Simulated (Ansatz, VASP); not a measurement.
**One calculation of W3S2, two programs**

```
W S
1.0
     4.03884    0.00000    0.00000
    -2.01942    3.49774    0.00000
     0.00000    0.00000    5.35072
W S
3 2
Direct
  0.00000 0.00000 0.00000
  0.33333 0.66667 0.65395
  0.66667 0.33333 0.34605
  0.33333 0.66667 0.20805
  0.66667 0.33333 0.79195
```

Alike in both runs: functional PBE; k mesh 12 × 12 × 8; occupations gaussian, width 0.1 eV; no spin polarisation.

Ansatz relaxed the structure, and its values are those at the end. VASP's run is a single point on that final structure, the one shown.

```csv
,VASP,Ansatz
version,VASP 6.6.1,Ansatz 0.2.0
potentials or method,"VASP PAW PBE potentials, release 64 (W_sv, S), cutoff 520 eV","scalar-relativistic, plane waves, PAW"
valence electrons in the cell,54,54
```

|  | VASP | Ansatz | Ansatz less VASP |
| --- | --- | --- | --- |
| gap on the k mesh at the Fermi level (eV) | none | none | - |
| pressure (GPa) | 0.5 | 0.0 | -0.47 |
| rms of the force components (eV/Å) | 0.009 | 0.001 | -0.0088 |

A gap of «none» marks a metal or a gap that the smearing closes.

Neither program's run includes spin-orbit coupling.
